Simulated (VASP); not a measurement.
# Br (Im-3m) in VASP: single point with PBEsol

Aim: the single point of Br with PBEsol.

Program: VASP 6.6.1. These are calculated values, not measurements. Logs are shortened: lines on timing, memory, paths and dates and some standing lists are left out, and cuts for length are marked.

### Step 1. The cell of the first run

Symmetry: Im-3m, No. 229, cubic system. Conventional cell: a = 3.643 Å, b = 3.643 Å, c = 3.643 Å, α = 90.00°, β = 90.00°, γ = 90.00°. Br (site symmetry m-3m) has 14 Br at 3.15 to 3.64 Å within 4.2 Å.

### Step 2. Single point, PBEsol

INCAR reads:

```
SYSTEM = Br
PREC = Accurate
ENCUT = 520
EDIFF = 1E-6
ISMEAR = -1
SIGMA = 0.05
LREAL = .FALSE.
LASPH = .TRUE.
NELM = 60
ALGO = Normal
ISIF = 2
LWAVE = .FALSE.
LCHARG = .TRUE.
GGA = PS
LELF = .TRUE.
LVHAR = .TRUE.
NBANDS = 10
```

KPOINTS reads:

```
Automatic mesh
0
G
  16 16 16
  0 0 0
```

POSCAR reads:

```
Br
1.0
   -1.8212705450      1.8212705450      1.8212705450
    1.8212705450     -1.8212705450      1.8212705450
    1.8212705450      1.8212705450     -1.8212705450
Br
1
Direct
    0.0000000000      0.0000000000      0.0000000000
```

Potentials or basis: VASP PAW PBE potentials, release 64 (Br).

Started as:

```sh
> cat potpaw_PBE.64/Br/POTCAR > POTCAR
> mpirun -np 1 vasp_std > vasp.out
```

OUTCAR:

```text
SYSTEM = Br
   PREC = Accurate
   ENCUT = 520
   EDIFF = 1E-6
   ISMEAR = -1
   LREAL = .FALSE.
   LASPH = .TRUE.
   NELM = 60
   ISIF = 2
   GGA = PS

 ion  position               nearest neighbor table
   1  0.000  0.000  0.000-

  LATTYP: Found a body centered cubic cell.
 ALAT       =     3.6425410900

  Lattice vectors:

 A1 = (  -1.8212705450,   1.8212705450,   1.8212705450)
 A2 = (   1.8212705450,  -1.8212705450,   1.8212705450)
 A3 = (   1.8212705450,   1.8212705450,  -1.8212705450)

Analysis of symmetry for initial positions (statically):
=====================================================================
 Subroutine PRICEL returns:
 Original cell was already a primitive cell.

 Routine SETGRP: Setting up the symmetry group for a
 body centered cubic supercell.

 Subroutine GETGRP returns: Found 48 space group operations
 (whereof 48 operations were pure point group operations)
 out of a pool of 48 trial point group operations.

The static configuration has the point symmetry O_h .

Analysis of symmetry for dynamics (positions and initial velocities):
=====================================================================
 Subroutine PRICEL returns:
 Original cell was already a primitive cell.

 Routine SETGRP: Setting up the symmetry group for a
 body centered cubic supercell.

 Subroutine GETGRP returns: Found 48 space group operations
 (whereof 48 operations were pure point group operations)
 out of a pool of 48 trial point group operations.

The dynamic configuration has the point symmetry O_h .

 Subroutine INISYM returns: Found 48 space group operations
 (whereof 48 operations are pure point group operations),
 and found     1 'primitive' translations

----------------------------------------------------------------------------------------

                                     Primitive cell

  volume of cell :      24.1648

  direct lattice vectors                    reciprocal lattice vectors
    -1.821270545  1.821270545  1.821270545     0.000000000  0.274533622  0.274533622
     1.821270545 -1.821270545  1.821270545     0.274533622  0.000000000  0.274533622
     1.821270545  1.821270545 -1.821270545     0.274533622  0.274533622  0.000000000

  length of vectors
     3.154533118  3.154533118  3.154533118     0.388249172  0.388249172  0.388249172

  position of ions in fractional coordinates (direct lattice)
     0.000000000  0.000000000  0.000000000

  ion indices of the primitive-cell ions
   primitive index   ion index
                 1           1

----------------------------------------------------------------------------------------

 KPOINTS: Automatic mesh

Automatic generation of k-mesh.
 Grid dimensions read from file:
 generate k-points for:   16   16   16

 Generating k-lattice:

  Cartesian coordinates                     Fractional coordinates (reciprocal lattice)
     0.000000000  0.017158351  0.017158351     0.062500000  0.000000000  0.000000000
     0.017158351  0.000000000  0.017158351     0.000000000  0.062500000  0.000000000
     0.017158351  0.017158351  0.000000000     0.000000000  0.000000000  0.062500000

  Length of vectors
     0.024265573  0.024265573  0.024265573

  Shift w.r.t. Gamma in fractional coordinates (k-lattice)
     0.000000000  0.000000000  0.000000000

 Subroutine IBZKPT returns following result:
 ===========================================

 Found    145 irreducible k-points:

 Following reciprocal coordinates:
            Coordinates               Weight
  0.000000  0.000000  0.000000      1.000000
  0.062500  0.000000  0.000000     12.000000
  0.125000  0.000000  0.000000     12.000000
  0.187500  0.000000  0.000000     12.000000
  0.250000  0.000000  0.000000     12.000000
  0.312500  0.000000  0.000000     12.000000
[... 16 lines left out ...]
  0.187500  0.187500  0.000000     24.000000
  0.250000  0.187500 -0.000000     48.000000
 [... further k-points ...]
   k-points           NKPTS =    145   k-points in BZ     NKDIM =    145   number of bands    NBANDS=     10
   number of dos      NEDOS =    301   number of ions     NIONS =      1
   total plane-waves  NPLWV =  13824
   dimension x,y,z NGX =    24 NGY =   24 NGZ =   24
   dimension x,y,z NGXF=    48 NGYF=   48 NGZF=   48
   ions per type =               1
   NGX,Y,Z   is equivalent  to a cutoff of  12.65, 12.65, 12.65 a.u.
   NGXF,Y,Z  is equivalent  to a cutoff of  25.30, 25.30, 25.30 a.u.
 SYSTEM =  Br
   PREC   = accura    normal or accurate (medium, high low for compatibility)
   ISTART =      0    job   : 0-new  1-cont  2-samecut
   ICHARG =      2    charge: 1-file 2-atom 10-const
   ISPIN  =      1    spin polarized calculation?
   LNONCOLLINEAR =      F non collinear calculations
   LSORBIT =      F    spin-orbit coupling
   LASPH  =      T    aspherical Exc in radial PAW
   ENCUT  =  520.0 eV  38.22 Ry    6.18 a.u.   5.87  5.87  5.87*2*pi/ulx,y,z
   NELM   =     60;   NELMIN=  2; NELMDL= -5     # of ELM steps
   EDIFF  = 0.1E-05   stopping-criterion for ELM
   LREAL  =      F    real-space projection
   EDIFFG = 0.1E-04   stopping-criterion for IOM
   NSW    =      0    number of steps for IOM
   IBRION =     -1    ionic relax: 0-MD 1-quasi-New 2-CG
   NFREE  =      0    steps in history (QN), initial steepest desc. (CG)
   ISIF   =      2    stress and relaxation
   ISYM   =      2    0-nonsym 1-usesym 2-fastsym
   POTIM  = 0.5000    time-step for ionic-motion
   TEBEG  =    0.0;   TEEND  =   0.0 temperature during run
   PSTRESS=    0.0 pullay stress
   NELECT =       7.0000    total number of electrons
   NUPDOWN=      -1.0000    fix difference up-down
   EMIN   =  10.00;   EMAX   =-10.00  energy-range for DOS
   EFERMI =   0.00;   METHOD = LEGACY
   ISMEAR =    -1;   SIGMA  =   0.05  broadening in eV -4-tet -1-fermi 0-gaus
   EFERMI_NEDOS =   21; number of points for ismear=-14 and -15
   IALGO  =     38    algorithm
   IMIX   =      4    mixing-type and parameters
     AMIX     =   0.40;   BMIX     =  1.00
     AMIX_MAG =   1.60;   BMIX_MAG =  1.00
  volume/ion in A,a.u.               =      24.16       163.07
  Fermi-wavevector in a.u.,A,eV,Ry     =   1.083211  2.046972 15.964342  1.173346
  Thomas-Fermi vector in A             =   2.219271
   LORBIT       =      0    0 simple, 1 ext, 2 COOP (PROOUT), +10 PAW based schemes
   GGA     = PS    functional components
   LHFCALC =     F    Hartree Fock is set to
   AEXX    =    0.0000 exact exchange contribution
   IVDW    =     0    specifies the selected vdW correction
   LEPSILON=     F    determine dielectric tensor
   LRPA    =     F    only Hartree local field effects (RPA)
 non-spin polarized calculation
  energy-cutoff  :      520.00
  volume of cell :       24.16
 maximum number of plane-waves:       682
   NGX = 11   NGY = 11   NGZ = 11

 number of electron       7.0000001 magnetization

 Free energy of the ion-electron system (eV)
  ---------------------------------------------------
  ext. energy  EPLUGINS =         0.00000000
  ---------------------------------------------------
  free energy    TOTEN  =        -1.31643773 eV

  energy without entropy =       -1.30276829  energy(sigma->0) =       -1.30960301

 E-fermi :   2.5482     XC(G=0):  -9.9173

 val. band max:        2.4954765794   @ k =  -0.2500   0.2500   0.1250
 cond. band min:       2.5500307781   @ k =   0.3750   0.1875   0.0000
 fundamental gap:      0.0545541986
 Fermi energy:         2.5482144653

 k-point     1 :       0.0000    0.0000    0.0000
  band No.  band energies     occupation
      1     -13.4652      2.00000
      2       3.4364      0.00000
      3       3.4364      0.00000
      4       3.4364      0.00000
      5      10.7017      0.00000
      6      15.2031      0.00000
      7      15.2031      0.00000
      8      15.2031      0.00000
      9      17.9718      0.00000
     10      17.9718      0.00000

 k-point     2 :       0.0625    0.0000    0.0000
  band No.  band energies     occupation
      1     -13.4122      2.00000
      2       3.0901      0.00004
      3       3.3479      0.00000
      4       3.4239      0.00000
      5      11.0148      0.00000
      6      14.9475      0.00000
      7      15.0762      0.00000
      8      15.4496      0.00000
      9      17.3981      0.00000
     10      17.8106      0.00000

 k-point     3 :       0.1250    0.0000    0.0000
  band No.  band energies     occupation
      1     -13.2568      2.00000
      2       2.2235      1.99698
      3       3.1086      0.00003
      4       3.3879      0.00000
      5      11.6612      0.00000
      6      14.3588      0.00000
      7      14.6780      0.00000
      8      16.1621      0.00000
      9      17.0593      0.00000
     10      17.5478      0.00000

 k-point     4 :       0.1875    0.0000    0.0000
  band No.  band energies     occupation
      1     -13.0099      2.00000
      2       1.1211      2.00000
      3       2.7806      0.01900
      4       3.3328      0.00000
      5      11.8671      0.00000
      6      13.6889      0.00000
      7      14.6771      0.00000
      8      17.2758      0.00000
      9      17.3958      0.00000
     10      17.4161      0.00000
[... 222 lines left out ...]
 k-point    22 :       0.4375    0.1250    0.0000
  band No.  band energies     occupation
      1     -11.5882      2.00000
      2      -2.5160      2.00000
      3       1.0288      2.00000
      4       2.7086      0.07770
      5      10.6038      0.00000
      6      12.5134      0.00000
      7      17.6644      0.00000
      8      18.0689      0.00000
      9      21.6486      0.00000
     10      22.1805      0.00000

 k-point    23 :       0.1875    0.1875    0.0000
  band No.  band energies     occupation
      1     -12.2590      2.00000
      2      -0.8841      2.00000
      3       1.5388      2.00000
      4       2.7973      0.01364
      5      11.9183      0.00000
      6      12.9735      0.00000
      7      15.2561      0.00000
      8      16.9925      0.00000
      9      20.1481      0.00000
     10      21.3074      0.00000

 k-point    24 :       0.2500    0.1875   -0.0000
  band No.  band energies     occupation
      1     -11.9481      2.00000
      2      -1.4876      2.00000
      3       0.9725      2.00000
      4       2.6766      0.14246
      5      11.6205      0.00000
      6      13.0064      0.00000
      7      15.8106      0.00000
      8      17.6015      0.00000
      9      20.7118      0.00000
     10      21.9421      0.00000

 [... further k-points ...]
[... 5 lines left out ...]
  --------------------------------------------------------------------------------------
  -------------------------------------------------------------------------------------
  Total        0.0053080      0.0053080      0.0053080     -0.0000000      0.0000000     -0.0000000
  in kB        0.3519303      0.3519303      0.3519303     -0.0000000      0.0000000     -0.0000000
  external PRESSURE =       0.3519303 kB  Pullay stress =       0.0000000 kB

 VOLUME and BASIS-vectors are now :
 -----------------------------------------------------------------------------
  energy-cutoff  :      520.00
  volume of cell :       24.16
      direct lattice vectors                 reciprocal lattice vectors
    -1.821270545  1.821270545  1.821270545     0.000000000  0.274533622  0.274533622
     1.821270545 -1.821270545  1.821270545     0.274533622  0.000000000  0.274533622
     1.821270545  1.821270545 -1.821270545     0.274533622  0.274533622  0.000000000

 POSITION                                       TOTAL-FORCE (eV/Angst)
 -----------------------------------------------------------------------------------
      0.00000      0.00000      0.00000         0.000000      0.000000     -0.000000
 -----------------------------------------------------------------------------------
    total drift:                                0.000000     -0.000000     -0.000000

  FREE ENERGIE OF THE ION-ELECTRON SYSTEM (eV)
  ---------------------------------------------------
  free  energy   TOTEN  =        -1.3164377290 eV

  energy  without entropy=       -1.3027682920  energy(sigma->0) =       -1.30960301
```

Run time: 6.6 s. Hardware: 1 thread of Intel Xeon 6975P-C (Granite Rapids), shared host; peak memory 0.15 GiB.

What came out:

* Free energy: -1.3164 eV
* Pressure: 0.0 GPa

Levels at points of the mesh, in eV from the Fermi level:
| k point | band 2 | band 3 | band 4 | band 5 | band 6 | band 7 |
| --- | --- | --- | --- | --- | --- | --- |
| (0.00, 0.00, 0.00) | 0.89 | 0.89 | 0.89 | 8.15 | 12.65 | 12.65 |
| (0.50, 0.00, 0.00) | -5.27 | -0.90 | 0.54 | 7.24 | 9.33 | 16.74 |
| (0.50, 0.50, 0.50) | -2.99 | -2.99 | -2.99 | 5.79 | 5.79 | 20.64 |

Caveat: the PAW data sets were made with another functional, which shifts forces and pressure a little; an odd number of electrons without spin polarisation forces a metal; a magnetic or distorted state may lie lower.
